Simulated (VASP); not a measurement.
A run of VASP 6.6.1:

Contents of INCAR:

```
SYSTEM = Sc2InN3
ALGO     = Normal         ! electronic algorithm
EDIFF    = 1E-6           ! SCF threshold, eV
ENCUT    = 520            ! plane-wave cutoff, eV
GGA      = PE             ! functional
ISIF     = 2              ! what is computed and relaxed
ISMEAR   = 0              ! smearing method
LASPH    = .TRUE.         ! aspherical terms in the spheres
LCHARG   = .TRUE.         ! write CHGCAR
LELF     = .TRUE.         ! ELF
LREAL    = .FALSE.        ! projectors in reciprocal space
LVHAR    = .TRUE.       
LWAVE    = .FALSE.        ! write WAVECAR
NBANDS   = 34             ! bands
NELM     = 80             ! most SCF steps
PREC     = Accurate       ! precision mode
SIGMA    = 0.1            ! smearing width, eV
```

KPOINTS

```
k-points
0
G
  6 6 6
  0 0 0
```

POSCAR

```
Sc2InN3
1.0
    2.6095542900      1.5066268700      3.7739570000
   -2.6095542900      1.5066268700      3.7739570000
    0.0000000000     -3.0132537400      3.7739570000
Sc In N
2 1 3
Direct
    0.6292209600      0.6292209600      0.6292209600
    0.3707790400      0.3707790400      0.3707790400
    0.0000000000      0.0000000000      0.0000000000
    0.0000000000      0.5000000000      0.0000000000
    0.5000000000      0.0000000000      0.0000000000
    0.0000000000      0.0000000000      0.5000000000
```

Potentials or basis: VASP PAW PBE potentials, release 64 (Sc_sv, In_d, N).

Launch:

```sh
$ cat potpaw_PBE.64/Sc_sv/POTCAR potpaw_PBE.64/In_d/POTCAR potpaw_PBE.64/N/POTCAR > POTCAR
$ mpirun -np 1 vasp_std > vasp.out
```

Hardware: 1 thread of Intel(R) Xeon(R) Platinum 8259CL CPU @ 2.50GHz (Skylake/Cascade Lake), with other jobs on the host.

Problem. Estimate the wall time of this run.

Solution. Run time: 2 min on 1 thread of Intel(R) Xeon(R) Platinum 8259CL CPU @ 2.50GHz (Skylake/Cascade Lake), with other jobs on the host, peak memory 0.25 GiB. Counts: scf iterations 17, k points 32.
